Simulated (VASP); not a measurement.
# BP4 (P-6m2) in VASP: a series of runs, part 2 of 2

VASP 6.6.1.

### 4 Relaxation of cell and atoms, PBE

INCAR

```
SYSTEM = BP4
  PREC = Accurate
  ENCUT = 600
  EDIFF = 1E-6
  ISMEAR = 0
  SIGMA = 0.1
  LREAL = .FALSE.
  LASPH = .TRUE.
  NELM = 80
  ALGO = Normal
  ISIF = 3
  LWAVE = .FALSE.
  LCHARG = .FALSE.
  GGA = PE
  IBRION = 2
  NSW = 100
  EDIFFG = -0.01
```

KPOINTS

```
regular mesh
0
G
  12 12 4
  0 0 0
```

POSCAR

```
BP4
1.0
    3.1715994411      0.0000000000      0.0000000000
   -1.5857997205      2.7466856866      0.0000000000
    0.0000000000      0.0000000000     11.0320788510
B P
1 4
Direct
    0.6666666667      0.3333333333      0.5000000000
    0.3333333333      0.6666666667      0.1412711414
    0.3333333333      0.6666666667      0.8587288586
    0.0000000000      0.0000000000      0.5000000000
    0.6666666667      0.3333333333      0.0000000000
```

The run is started by

```sh
$ cat potpaw_PBE.64/B/POTCAR potpaw_PBE.64/P/POTCAR > POTCAR
$ mpirun -np 1 vasp_std > vasp.out
```

Wall time 1.9 min (1 thread of Intel Xeon Platinum 8488C (Sapphire Rapids), shared host); peak memory 0.3 GiB.

Results (log left out):

```
Free energy                           : -26.1629 eV
Relaxed volume                        : 19.18 Å³/atom
Relaxed cell                          : a = 3.169 Å, b = 3.169 Å, c = 11.027 Å, α = 90.00°, β = 90.00°, γ = 120.00°
Space group after relaxing (to 0.1 Å) : P-6m2 (No. 187)
Energy gained by relaxing             : 0.0 meV/atom
Ionic steps                           : 3
Pressure after relaxing               : 0.0 GPa
Largest force after relaxing          : 0.004 eV/Å
Band gap on the k mesh                : zero (an odd number of electrons rules out a gap without spin polarisation)
```

Forces in eV/Å, atoms in the order of the input:
```
B    0.000  0.000  0.000
P    0.000  0.000 -0.004
P    0.000  0.000  0.004
P    0.000  0.000  0.000
P    0.000  0.000  0.000
```

Step by step:
| step | energy change (eV) | largest force (eV/Å) | pressure (GPa) | volume (Å³) |
| --- | --- | --- | --- | --- |
| 1 | 0.0000 | 0.0265 | -0.19 | 96.10 |
| 2 | -0.0001 | 0.0119 | 0.13 | 95.79 |
| 3 | -0.0001 | 0.0035 | 0.01 | 95.91 |

Final structure:
```cif
data_structure
_symmetry_space_group_name_H-M 'P 1'
_symmetry_Int_Tables_number 1
_cell_length_a 3.1691
_cell_length_b 3.1691
_cell_length_c 11.0271
_cell_angle_alpha 90.000
_cell_angle_beta 90.000
_cell_angle_gamma 120.000
_cell_volume 95.91
loop_
_atom_site_label
_atom_site_type_symbol
_atom_site_fract_x
_atom_site_fract_y
_atom_site_fract_z
_atom_site_occupancy
B1 B 0.66667 0.33333 0.50000 1
P1 P 0.33333 0.66667 0.14120 1
P2 P 0.33333 0.66667 0.85880 1
P3 P 0.00000 0.00000 0.50000 1
P4 P 0.66667 0.33333 0.00000 1
```

Levels at points of the mesh, in eV from the Fermi level:
```
           k point  band 7  band 8  band 9  band 10  band 11  band 12  band 13  band 14  band 15
(0.00, 0.00, 0.00)   -1.73   -1.73   -0.56    -0.56     1.90     2.35     2.35     3.17     3.17
(0.50, 0.00, 0.00)   -4.23   -3.79   -3.05    -1.25    -1.14    -0.29     0.29     1.37     1.50
(0.00, 0.00, 0.50)   -1.73   -1.73   -0.56    -0.56     2.24     2.35     2.35     3.18     3.18
(0.50, 0.00, 0.50)   -4.25   -3.79   -3.05    -1.52    -0.83    -0.17     0.29     1.18     1.55
```

Caveat: this functional lacks dispersion, which binds the layers, so the pressure and a relaxed spacing across them are unreliable.

### 5 Relaxation of cell and atoms, PBE

This run uses another cell than the first one, of 18.07 Å³/atom.

INCAR

```
ALGO = Normal
EDIFF = 1E-6
EDIFFG = -0.01
ENCUT = 600
GGA = PE
IBRION = 2
ISIF = 3
ISMEAR = 0
LASPH = T
LCHARG = F
LREAL = F
LWAVE = F
NELM = 60
NSW = 100
PREC = Accurate
SIGMA = 0.1
```

KPOINTS

```
k-points
0
Gamma
  12 12 4
```

POSCAR

```
BP4
1.0
    3.1953242467      0.0000000000      0.0000000000
   -1.5976621233      2.7672319710      0.0000000000
    0.0000000000      0.0000000000     10.2195327563
B P
1 4
Direct
    0.6666666667      0.3333333333      0.5000000000
    0.3333333333      0.6666666667      0.1489947491
    0.3333333333      0.6666666667      0.8510052509
    0.0000000000      0.0000000000      0.5000000000
    0.6666666667      0.3333333333      0.0000000000
```

Potentials or basis: VASP PAW PBE potentials, release 64 (B, P).

The run is started by

```sh
$ cat potpaw_PBE.64/B/POTCAR potpaw_PBE.64/P/POTCAR > POTCAR
$ mpirun -np 1 vasp_std > vasp.out
```

OUTCAR:

```text
EDIFF = 1E-6
   EDIFFG = -0.01
   ENCUT = 600
   GGA = PE
   IBRION = 2
   ISIF = 3
   ISMEAR = 0
   LASPH = T
   LREAL = F
   NELM = 60
   NSW = 100
   PREC = Accurate

 ion  position               nearest neighbor table
   1  0.667  0.333  0.500-   4 1.84   4 1.84   4 1.84
   2  0.333  0.667  0.149-   5 2.39   5 2.39   5 2.39
   3  0.333  0.667  0.851-   5 2.39   5 2.39   5 2.39
   4  0.000  0.000  0.500-   1 1.84   1 1.84   1 1.84
   5  0.667  0.333  0.000-   2 2.39   3 2.39   2 2.39   3 2.39   2 2.39   3 2.39

  LATTYP: Found a hexagonal cell.
 ALAT       =     3.1953242467
 C/A-ratio  =     3.1982772224

  Lattice vectors:

 A1 = (   3.1953242467,   0.0000000000,   0.0000000000)
 A2 = (  -1.5976621233,   2.7672319710,   0.0000000000)
 A3 = (   0.0000000000,   0.0000000000,  10.2195327563)

Analysis of symmetry for initial positions (statically):
=====================================================================
 Subroutine PRICEL returns:
 Original cell was already a primitive cell.

 Routine SETGRP: Setting up the symmetry group for a
 hexagonal supercell.

 Subroutine GETGRP returns: Found 12 space group operations
 (whereof 12 operations were pure point group operations)
 out of a pool of 24 trial point group operations.

The static configuration has the point symmetry D_3h.

Analysis of symmetry for dynamics (positions and initial velocities):
=====================================================================
 Subroutine PRICEL returns:
 Original cell was already a primitive cell.

 Routine SETGRP: Setting up the symmetry group for a
 hexagonal supercell.

 Subroutine GETGRP returns: Found 12 space group operations
 (whereof 12 operations were pure point group operations)
 out of a pool of 24 trial point group operations.

The dynamic configuration has the point symmetry D_3h.

 Subroutine INISYM returns: Found 12 space group operations
 (whereof 12 operations are pure point group operations),
 and found     1 'primitive' translations
[... 156 lines left out ...]
  Direction    XX          YY          ZZ          XY          YZ          ZX
  --------------------------------------------------------------------------------------
  -------------------------------------------------------------------------------------
  Total       -0.9636184     -0.9636184      1.2794384     -0.0000000      0.0000000      0.0000000
  in kB      -17.0853602    -17.0853602     22.6849809     -0.0000000      0.0000000      0.0000000
  external PRESSURE =      -3.8285798 kB  Pullay stress =       0.0000000 kB
[... 98 lines left out ...]
  FREE ENERGIE OF THE ION-ELECTRON SYSTEM (eV)
  ---------------------------------------------------
  free  energy   TOTEN  =       -26.1570445982 eV

  energy  without entropy=      -26.1373865023  energy(sigma->0) =      -26.14721555

[... ionic steps 4 to 16 ...]

--------------------------------------- Ionic step       17  -------------------------------------------

 number of electron      23.0000001 magnetization

------------------------ aborting loop because EDIFF is reached ----------------------------------------
[... 73 lines left out ...]
--------------------------------------- Ionic step       19  -------------------------------------------

 number of electron      23.0000002 magnetization

 Free energy of the ion-electron system (eV)
  ---------------------------------------------------
  ext. energy  EPLUGINS =         0.00000000
  ---------------------------------------------------
  free energy    TOTEN  =       -26.16181186 eV

  energy without entropy =      -26.13923537  energy(sigma->0) =      -26.15052361

 E-fermi :   4.6570     XC(G=0):  -9.2233

 val. band max:        4.6568563115   @ k =   0.3333   0.3333   0.5000
 cond. band min:       4.6595551975   @ k =   0.3333   0.2500   0.0000
 fundamental gap:      0.0026988860
 Fermi energy:         4.6569657614

 k-point     1 :       0.0000    0.0000    0.0000
  band No.  band energies     occupation
      1     -11.2685      2.00000
      2      -9.3525      2.00000
      3      -7.6746      2.00000
      4      -2.7101      2.00000
      5       0.0062      2.00000
      6       2.0305      2.00000
      7       2.9185      2.00000
      8       2.9185      2.00000
      9       4.0992      2.00000
     10       4.0992      2.00000
     11       6.5563      0.00000
     12       7.0085      0.00000
     13       7.0085      0.00000
     14       7.8317      0.00000
[... 401 lines left out ...]
      2      -7.6873      2.00000
      3      -5.8999      2.00000
      4      -3.4769      2.00000
      5      -1.9722      2.00000
      6      -0.4608      2.00000
      7       0.4633      2.00000
      8       1.2425      2.00000
      9       1.9831      2.00000
     10       2.0190      2.00000
     11       3.7218      2.00000
     12       4.7967      0.04821
     13       5.3296      0.00000
     14       6.9492      0.00000
     15       7.8442      0.00000

 [... further k-points ...]

------------------------ aborting loop because EDIFF is reached ----------------------------------------

  FORCE on cell =-STRESS in cart. coord.  units (eV):
  Direction    XX          YY          ZZ          XY          YZ          ZX
  --------------------------------------------------------------------------------------
  -------------------------------------------------------------------------------------
  Total        0.0205196      0.0205196      0.0120266      0.0000000     -0.0000000     -0.0000000
  in kB        0.3450753      0.3450753      0.2022490      0.0000000     -0.0000000     -0.0000000
  external PRESSURE =       0.2974665 kB  Pullay stress =       0.0000000 kB
[... 20 lines left out ...]
  FREE ENERGIE OF THE ION-ELECTRON SYSTEM (eV)
  ---------------------------------------------------
  free  energy   TOTEN  =       -26.1618118571 eV

  energy  without entropy=      -26.1392353704  energy(sigma->0) =      -26.15052361

 reached required accuracy - stopping structural energy minimisation
```

Wall time 9 min (1 thread of Intel Xeon Platinum 8488C (Sapphire Rapids), shared host); peak memory 0.29 GiB.

What came out:

```
Free energy                           : -26.1618 eV
Relaxed volume                        : 19.05 Å³/atom
Relaxed cell                          : a = 3.169 Å, b = 3.169 Å, c = 10.955 Å, α = 90.00°, β = 90.00°, γ = 120.00°
Space group after relaxing (to 0.1 Å) : P-6m2 (No. 187)
Energy gained by relaxing             : 5.5 meV/atom
Ionic steps                           : 19
Pressure after relaxing               : 0.0 GPa
Band gap on the k mesh                : zero (an odd number of electrons rules out a gap without spin polarisation)
```

The path:
| step | energy change (eV) | largest force (eV/Å) | pressure (GPa) | volume (Å³) |
| --- | --- | --- | --- | --- |
| 1 | 0.0000 | 0.3406 | -0.38 | 90.36 |
| 2 | -0.0226 | 0.0028 | 0.34 | 89.79 |
| 3 | -0.0226 | 0.0087 | 0.32 | 89.80 |
| 4 | -0.0226 | 0.0144 | 0.30 | 89.81 |
| 5 | -0.0229 | 0.0432 | -0.11 | 90.24 |
| 6 | -0.0230 | 0.0295 | -0.02 | 90.14 |
| 7 | -0.0231 | 0.0354 | 0.00 | 90.21 |
| 8 | -0.0235 | 0.0517 | 0.05 | 90.44 |
| 9 | -0.0236 | 0.0808 | 0.14 | 90.88 |
| 10 | -0.0237 | 0.0715 | 0.11 | 90.73 |
| 11 | -0.0238 | 0.0712 | 0.11 | 90.78 |
| 12 | -0.0240 | 0.0700 | 0.09 | 90.91 |
| 13 | -0.0244 | 0.0676 | 0.07 | 91.18 |
| 14 | -0.0251 | 0.0627 | 0.02 | 91.72 |
| 15 | -0.0262 | 0.0504 | -0.07 | 92.80 |
| 16 | -0.0271 | 0.0136 | -0.21 | 94.96 |
| 17 | -0.0272 | 0.0331 | 0.22 | 95.31 |
| 18 | -0.0274 | 0.0134 | 0.03 | 95.16 |
| 19 | -0.0274 | 0.0000 | 0.03 | 95.27 |

Final structure:
```xyz
5
Lattice="3.1690 0.0000 0.0000 -1.5845 2.7444 0.0000 0.0000 0.0000 10.9548" Properties=species:S:1:pos:R:3 pbc="T T T"
B     1.5845    0.9148    5.4774
P     0.0000    1.8296    1.5568
P     0.0000    1.8296    9.3980
P     0.0000    0.0000    5.4774
P     1.5845    0.9148    0.0000
```

Levels at points of the mesh, in eV from the Fermi level:
```tsv
k point	band 9	band 10	band 11	band 12	band 13	band 14
(0.00, 0.00, 0.00)	-0.56	-0.56	1.90	2.35	2.35	3.17
(0.50, 0.00, 0.00)	-3.05	-1.26	-1.14	-0.30	0.29	1.36
(0.00, 0.00, 0.50)	-0.56	-0.56	2.25	2.35	2.35	3.18
(0.50, 0.00, 0.50)	-3.05	-1.54	-0.81	-0.17	0.29	1.17
```

Caveat: this functional lacks dispersion, which binds the layers, so the pressure and a relaxed spacing across them are unreliable.

### 6 Summary

| task | cell | cutoff (eV) | gap on the mesh (eV) | pressure (GPa) | relaxed volume (Å³/atom) |
| --- | --- | --- | --- | --- | --- |
| single point | a = 3.172, b = 3.172, c = 11.032 Å, angles 90.0, 90.0, 120.0°, 5 atoms, atomic positions A | 520 | none | -0.2 | - |
| relaxation of cell and atoms | relaxed from a = 3.172, b = 3.172, c = 11.032 Å, angles 90.0, 90.0, 120.0°, 5 atoms, atomic positions A | 600 | none | 0.0 | 19.18 |
| relaxation of cell and atoms | relaxed from a = 3.195, b = 3.195, c = 10.220 Å, angles 90.0, 90.0, 120.0°, 5 atoms, atomic positions B | 600 | none | 0.0 | 19.05 |

Alike in all rows: level PBE; potentials or basis VASP PAW PBE potentials, release 64 (B, P); no spin polarisation; k mesh 12 × 12 × 4; smearing gaussian 0.1 eV.

Caveats: this functional lacks dispersion, which binds the layers, so the pressure and a relaxed spacing across them are unreliable.

Total energies depend on the potentials used, so only differences within one code and one set of settings carry meaning.
